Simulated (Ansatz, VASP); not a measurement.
## Se in VASP and in Ansatz

The input INCAR:

```
SYSTEM = Se
  PREC = Accurate
  ENCUT = 520
  EDIFF = 1E-7
  ISMEAR = 0
  SIGMA = 0.03
  LREAL = .FALSE.
  LASPH = .TRUE.
  NELM = 80
  ALGO = Normal
  ISIF = 2
  LWAVE = .FALSE.
  LCHARG = .FALSE.
  GGA = PS
  IVDW = 12
  NBANDS = 16
```

KPOINTS

```
regular mesh
0
G
  12 12 8
  0 0 0
```

POSCAR

```
Se
1.0
    3.9758927057      0.0000000000      0.0000000000
   -1.9879463528      3.4432240858      0.0000000000
    0.0000000000      0.0000000000      4.9086371344
Se
3
Direct
    0.2181741568      0.0000000000      0.3333333333
    0.0000000000      0.2181741568      0.6666666667
    0.7818258432      0.7818258432      0.0000000000
```

Input for Ansatz:

```yaml
crystal:
  lattice:
    - [3.9758927057, 0.0, 0.0]
    - [-1.9879463528, 3.4432240858, 0.0]
    - [0.0, 0.0, 4.9086371344]
  atoms:
    - { symbol: Se, position: [0.2181741568, 0.0, 0.3333333333] }
    - { symbol: Se, position: [0.0, 0.2181741568, 0.6666666667] }
    - { symbol: Se, position: [0.7818258432, 0.7818258432, 0.0] }
basis:
  ecutwfc: 420
kpoints:
  mp_grid: { grid: [12, 12, 8] }
hamiltonian:
  xc: pbesol
  dispersion: d3bj
scf:
  occupations: { method: gaussian, width: 0.03 }
output:
  forces: true
  stress: true
  eigenvalues: true
```

Alike in both runs: task single point; functional PBEsol; dispersion D3(BJ); k mesh 12 × 12 × 8; occupations gaussian, width 0.03 eV; no spin polarisation.

```csv
,VASP,Ansatz
version,VASP 6.6.1,Ansatz 0.2.0
potentials or method,"VASP PAW PBE potentials, release 64 (Se), cutoff 520 eV","scalar-relativistic, plane waves, PAW"
valence electrons in the cell,18,48
```

Ansatz gave:

```
gap on the k mesh at the Fermi level (eV)                     : 0.34
least direct gap on the mesh (eV)                             : 0.48
pressure (GPa)                                                : 14.3
traceless stress, the component that is largest in VASP (GPa) : 7.02
rms of the force components (eV/Å)                            : 1.808
```

What did VASP give for the same quantities?

gap on the k mesh at the Fermi level (eV): 0.32; least direct gap on the mesh (eV): 0.46; pressure (GPa): 14.8; traceless stress, the component that is largest in VASP (GPa): 7.33; rms of the force components (eV/Å): 1.866.

VASP's potentials were made for PBE, not for PBEsol. Atom by atom the forces differ by 0.058 eV/Å (rms over components). VASP's potentials hold 18 valence electrons a cell and Ansatz's 48, so a difference there can come from the potentials and not from the codes.
